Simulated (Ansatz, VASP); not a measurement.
## Two plane-wave programs on AlN

```
Al N
1.0
     0.00000    1.95574    1.95574
     1.95574    0.00000    1.95574
     1.95574    1.95574    0.00000
Al N
1 1
Cartesian
  1.9557 1.9557 1.9557
  0.0000 0.0000 0.0000
```

Alike in both runs: task single point; functional r2SCAN; k mesh 10 × 10 × 10; occupations gaussian, width 0.02 eV; no spin polarisation.

|  | VASP | Ansatz |
| --- | --- | --- |
| version | VASP 6.6.1 | Ansatz 0.2.0 |
| potentials or method | VASP PAW PBE potentials, release 64 (Al, N), cutoff 520 eV | scalar-relativistic, plane waves, PAW |
| valence electrons in the cell | 8 | 8 |

VASP gave:

* gap on the k mesh at the Fermi level (eV): 5.80
* least direct gap on the mesh (eV): 8.09
* pressure (GPa): 30.8

**Question.** What did Ansatz give for the same quantities?

**Answer.** gap on the k mesh at the Fermi level (eV): 5.84; least direct gap on the mesh (eV): 8.03; pressure (GPa): 31.7.

VASP's potentials were made for PBE, not for r2SCAN. Both programs put the cell under a high pressure, so it lies far from rest at this level.
